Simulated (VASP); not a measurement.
# Au (P6_3/mmc) in VASP: single point with r2SCAN

Aim: the single point of Au with r2SCAN.

Program: VASP 6.6.1. These are calculated values, not measurements. Logs are shortened: lines on timing, memory, paths and dates and some standing lists are left out, and cuts for length are marked.

## Step 1: The cell of the first run

It takes space group P6_3/mmc (No. 194, hexagonal). Conventional cell: a = 2.893 Å, b = 2.893 Å, c = 4.854 Å, α = 90.00°, β = 90.00°, γ = 120.00°. Within 3.8 Å of Au (site symmetry -6m2) lie 12 Au at 2.89 to 2.95 Å.

This isn't the form of Au at room conditions, which is fcc.

## Step 2: Single point, r2SCAN (17.59 Å³/atom)

POSCAR

```
Au
1.0
    2.8931297717      0.0000000000      0.0000000000
   -1.4465648858      2.5055238787      0.0000000000
    0.0000000000      0.0000000000      4.8536278526
Au
2
Direct
    0.3333333333      0.6666666667      0.7500000000
    0.6666666667      0.3333333333      0.2500000000
```

INCAR.step1

```
SYSTEM = Au
ALGO = Normal ; EDIFF = 1E-4
ENCUT = 520 ; GGA = PE
ISMEAR = 0 ; LASPH = .True.
LCHARG = .False. ; LREAL = .False.
LWAVE = .True. ; NBANDS = 18
NELM = 80 ; PREC = Accurate
SIGMA = 0.05
```

INCAR.step2

```
SYSTEM = Au
ALGO = Normal ; EDIFF = 1E-6
ENCUT = 520 ; ISIF = 2
ISMEAR = 0 ; ISTART = 1
LASPH = .True. ; LCHARG = .False.
LMIXTAU = .True. ; LREAL = .False.
LWAVE = .False. ; METAGGA = R2SCAN
NBANDS = 18 ; NELM = 80
PREC = Accurate ; SIGMA = 0.05
```

KPOINTS

```
k-points
0
Gamma
  16 16 10
  0 0 0
```

Potentials or basis: VASP PAW PBE potentials, release 64 (Au).

Command:

```
> cat potpaw_PBE.64/Au/POTCAR > POTCAR
> cp INCAR.step1 INCAR
> mpirun -np 1 vasp_std > vasp.out
> cp INCAR.step2 INCAR
> mpirun -np 1 vasp_std > vasp.out
```

OUTCAR:

```text
SYSTEM = Au
   EDIFF = 1E-6
   ENCUT = 520
   ISIF = 2
   ISMEAR = 0
   ISTART = 1
   LASPH = .True.
   LREAL = .False.
   METAGGA = R2SCAN
   NELM = 80
   PREC = Accurate

 ion  position               nearest neighbor table
   1  0.333  0.667  0.750-   2 2.95   2 2.95   2 2.95   2 2.95   2 2.95   2 2.95
   2  0.667  0.333  0.250-   1 2.95   1 2.95   1 2.95   1 2.95   1 2.95   1 2.95

  LATTYP: Found a hexagonal cell.
 ALAT       =     2.8931297717
 C/A-ratio  =     1.6776391782

  Lattice vectors:

 A1 = (   2.8931297717,   0.0000000000,   0.0000000000)
 A2 = (  -1.4465648858,   2.5055238787,   0.0000000000)
 A3 = (   0.0000000000,   0.0000000000,   4.8536278526)

Analysis of symmetry for initial positions (statically):
=====================================================================
 Subroutine PRICEL returns:
 Original cell was already a primitive cell.

 Routine SETGRP: Setting up the symmetry group for a
 hexagonal supercell.

 Subroutine GETGRP returns: Found 24 space group operations
 (whereof 12 operations were pure point group operations)
 out of a pool of 24 trial point group operations.

The static configuration has the point symmetry D_3d.
 The point group associated with its full space group is D_6h.

Analysis of symmetry for dynamics (positions and initial velocities):
=====================================================================
 Subroutine PRICEL returns:
 Original cell was already a primitive cell.

 Routine SETGRP: Setting up the symmetry group for a
 hexagonal supercell.

 Subroutine GETGRP returns: Found 24 space group operations
 (whereof 12 operations were pure point group operations)
 out of a pool of 24 trial point group operations.

The dynamic configuration has the point symmetry D_3d.
 The point group associated with its full space group is D_6h.

 Subroutine INISYM returns: Found 24 space group operations
 (whereof 12 operations are pure point group operations),
 and found     1 'primitive' translations

----------------------------------------------------------------------------------------

                                     Primitive cell

  volume of cell :      35.1830

  direct lattice vectors                    reciprocal lattice vectors
     2.893129772  0.000000000  0.000000000     0.345646438  0.199559064  0.000000000
    -1.446564886  2.505523879  0.000000000     0.000000000  0.399118128  0.000000000
     0.000000000  0.000000000  4.853627853     0.000000000  0.000000000  0.206031453

  length of vectors
     2.893129772  2.893129772  4.853627853     0.399118128  0.399118128  0.206031453

  position of ions in fractional coordinates (direct lattice)
     0.333333333  0.666666667  0.750000000
     0.666666667  0.333333333  0.250000000

  ion indices of the primitive-cell ions
   primitive index   ion index
                 1           1
                 2           2

----------------------------------------------------------------------------------------

 KPOINTS: k-points

Automatic generation of k-mesh.
 Grid dimensions read from file:
 generate k-points for:   16   16   10

 Generating k-lattice:

  Cartesian coordinates                     Fractional coordinates (reciprocal lattice)
     0.021602902  0.012472441  0.000000000     0.062500000  0.000000000  0.000000000
     0.000000000  0.024944883  0.000000000     0.000000000  0.062500000  0.000000000
     0.000000000  0.000000000  0.020603145     0.000000000  0.000000000  0.100000000

  Length of vectors
     0.024944883  0.024944883  0.020603145

  Shift w.r.t. Gamma in fractional coordinates (k-lattice)
     0.000000000  0.000000000  0.000000000

 Subroutine IBZKPT returns following result:
 ===========================================

 Found    180 irreducible k-points:

 Following reciprocal coordinates:
            Coordinates               Weight
  0.000000  0.000000  0.000000      1.000000
  0.062500 -0.000000  0.000000      6.000000
  0.125000 -0.000000  0.000000      6.000000
  0.187500 -0.000000  0.000000      6.000000
  0.250000 -0.000000  0.000000      6.000000
  0.312500 -0.000000  0.000000      6.000000
[... 16 lines left out ...]
  0.187500  0.187500  0.000000      6.000000
  0.250000  0.187500  0.000000     12.000000
 [... further k-points ...]
   k-points           NKPTS =    180   k-points in BZ     NKDIM =    180   number of bands    NBANDS=     18
   number of dos      NEDOS =    301   number of ions     NIONS =      2
   total plane-waves  NPLWV =  20736
   dimension x,y,z NGX =    24 NGY =   24 NGZ =   36
   dimension x,y,z NGXF=    48 NGYF=   48 NGZF=   72
   ions per type =               2
   NGX,Y,Z   is equivalent  to a cutoff of  13.79, 13.79, 12.33 a.u.
   NGXF,Y,Z  is equivalent  to a cutoff of  27.58, 27.58, 24.66 a.u.
 SYSTEM =  Au
   PREC   = accura    normal or accurate (medium, high low for compatibility)
   ISTART =      1    job   : 0-new  1-cont  2-samecut
   ICHARG =      0    charge: 1-file 2-atom 10-const
   ISPIN  =      1    spin polarized calculation?
   LNONCOLLINEAR =      F non collinear calculations
   LSORBIT =      F    spin-orbit coupling
   LASPH  =      T    aspherical Exc in radial PAW
   ENCUT  =  520.0 eV  38.22 Ry    6.18 a.u.   5.38  5.38  9.02*2*pi/ulx,y,z
   NELM   =     80;   NELMIN=  2; NELMDL=  0     # of ELM steps
   EDIFF  = 0.1E-05   stopping-criterion for ELM
   LREAL  =      F    real-space projection
[... 7 lines left out ...]
   TEBEG  =    0.0;   TEEND  =   0.0 temperature during run
   PSTRESS=    0.0 pullay stress
   NELECT =      22.0000    total number of electrons
   NUPDOWN=      -1.0000    fix difference up-down
   EMIN   =  10.00;   EMAX   =-10.00  energy-range for DOS
   EFERMI =   0.00;   METHOD = LEGACY
   ISMEAR =     0;   SIGMA  =   0.05  broadening in eV -4-tet -1-fermi 0-gaus
   EFERMI_NEDOS =   21; number of points for ismear=-14 and -15
   IALGO  =     38    algorithm
   IMIX   =      4    mixing-type and parameters
     AMIX     =   0.40;   BMIX     =  1.00
     AMIX_MAG =   1.60;   BMIX_MAG =  1.00
  volume/ion in A,a.u.               =      17.59       118.71
  Fermi-wavevector in a.u.,A,eV,Ry     =   1.399925  2.645475 26.664559  1.959790
  Thomas-Fermi vector in A             =   2.522936
   LORBIT       =      0    0 simple, 1 ext, 2 COOP (PROOUT), +10 PAW based schemes
   METAGGA = R2SCAN    functional components
   LHFCALC =     F    Hartree Fock is set to
   AEXX    =    0.0000 exact exchange contribution
   IVDW    =     0    specifies the selected vdW correction
   LEPSILON=     F    determine dielectric tensor
   LRPA    =     F    only Hartree local field effects (RPA)
 non-spin polarized calculation
 Gauss-broadening in eV      SIGMA  =   0.05
  energy-cutoff  :      520.00
  volume of cell :       35.18
 maximum number of plane-waves:       978
 NGX is ok and might be reduce to    24
   NGX = 11   NGY = 11   NGZ = 19

 number of electron      22.0000003 magnetization

 Free energy of the ion-electron system (eV)
  ---------------------------------------------------
  ext. energy  EPLUGINS =         0.00000000
  ---------------------------------------------------
  free energy    TOTEN  =      -101.17304233 eV

  energy without entropy =     -101.17226450  energy(sigma->0) =     -101.17265341

 E-fermi :   8.8251     XC(G=0): -13.3987

 val. band max:        8.7227133292   @ k =   0.3750   0.1250   0.2000
 cond. band min:       8.8391140091   @ k =   0.4375   0.0625   0.2000
 fundamental gap:      0.1164006800
 Fermi energy:         8.8250730185

 k-point     1 :       0.0000    0.0000    0.0000
  band No.  band energies     occupation
      1      -0.9378      2.00000
      2       1.4230      2.00000
      3       3.8646      2.00000
      4       4.1349      2.00000
      5       4.1349      2.00000
      6       4.4354      2.00000
[... 10 lines left out ...]
     17      27.7734      0.00000
     18      27.7734      0.00000

 k-point     2 :       0.0625   -0.0000    0.0000
  band No.  band energies     occupation
      1      -0.8123      2.00000
      2       1.5255      2.00000
      3       3.8207      2.00000
      4       4.1719      2.00000
      5       4.2167      2.00000
      6       4.3930      2.00000
[... 10 lines left out ...]
     17      27.0743      0.00000
     18      27.3511      0.00000

 k-point     3 :       0.1250   -0.0000    0.0000
  band No.  band energies     occupation
      1      -0.4466      2.00000
      2       1.8069      2.00000
      3       3.6934      2.00000
      4       4.2142      2.00000
      5       4.3804      2.00000
      6       4.4560      2.00000
[... 10 lines left out ...]
     17      25.9538      0.00000
     18      27.6885      0.00000

 k-point     4 :       0.1875   -0.0000    0.0000
  band No.  band energies     occupation
      1       0.1210      2.00000
      2       2.1604      2.00000
      3       3.5806      2.00000
      4       4.0775      2.00000
      5       4.1456      2.00000
      6       4.6550      2.00000
[... 375 lines left out ...]
      4       4.0469      2.00000
      5       4.2921      2.00000
      6       4.6723      2.00000
[... 10 lines left out ...]
     17      21.0169      0.00000
     18      23.9248      0.00000

 k-point    23 :       0.1875    0.1875    0.0000
  band No.  band energies     occupation
      1       1.7894      2.00000
      2       2.9335      2.00000
      3       3.1514      2.00000
      4       3.1531      2.00000
      5       4.0422      2.00000
      6       4.1464      2.00000
[... 10 lines left out ...]
     17      24.3795      0.00000
     18      25.1081      0.00000

 k-point    24 :       0.2500    0.1875    0.0000
  band No.  band energies     occupation
      1       2.3247      2.00000
      2       2.8365      2.00000
      3       2.8740      2.00000
      4       3.4205      2.00000
      5       3.9389      2.00000
      6       4.3597      2.00000
[... 10 lines left out ...]
     17      23.3489      0.00000
     18      24.0950      0.00000

 [... further k-points ...]

------------------------ aborting loop because EDIFF is reached ----------------------------------------

  FORCE on cell =-STRESS in cart. coord.  units (eV):
  Direction    XX          YY          ZZ          XY          YZ          ZX
  --------------------------------------------------------------------------------------
  -------------------------------------------------------------------------------------
  Total        0.0717623      0.0717623      0.0407702      0.0000000     -0.0000000      0.0000000
  in kB        3.2679383      3.2679383      1.8566104      0.0000000     -0.0000000      0.0000000
  external PRESSURE =       2.7974957 kB  Pullay stress =       0.0000000 kB

 VOLUME and BASIS-vectors are now :
 -----------------------------------------------------------------------------
  energy-cutoff  :      520.00
  volume of cell :       35.18
      direct lattice vectors                 reciprocal lattice vectors
     2.893129772  0.000000000  0.000000000     0.345646438  0.199559064  0.000000000
    -1.446564886  2.505523879  0.000000000     0.000000000  0.399118128  0.000000000
     0.000000000  0.000000000  4.853627853     0.000000000  0.000000000  0.206031453

 POSITION                                       TOTAL-FORCE (eV/Angst)
 -----------------------------------------------------------------------------------
     -0.00000      1.67035      3.64022         0.000000      0.000000      0.000000
      1.44656      0.83517      1.21341        -0.000000      0.000000      0.000000
 -----------------------------------------------------------------------------------
    total drift:                               -0.000000      0.000000     -0.000000

  FREE ENERGIE OF THE ION-ELECTRON SYSTEM (eV)
  ---------------------------------------------------
  free  energy   TOTEN  =      -101.1730423257 eV

  energy  without entropy=     -101.1722645021  energy(sigma->0) =     -101.17265341
```

Wall time 4.9 min (1 thread of Intel Xeon Platinum 8259CL at 2.50GHz (Skylake/Cascade Lake), shared host); peak memory 0.23 GiB.

What came out:

```
Free energy            : -101.1730 eV
Pressure               : 0.3 GPa
Band gap on the k mesh : zero (bands 11 and 12 overlap by 6.65 eV)
```

Stress tensor (GPa, compression positive):
```
0.33 0.00 0.00
0.00 0.33 0.00
0.00 0.00 0.19
```

Caveat: the PAW data sets were made with another functional, which shifts forces and pressure a little; spin-orbit coupling is left out, which moves the levels of the heavy elements.
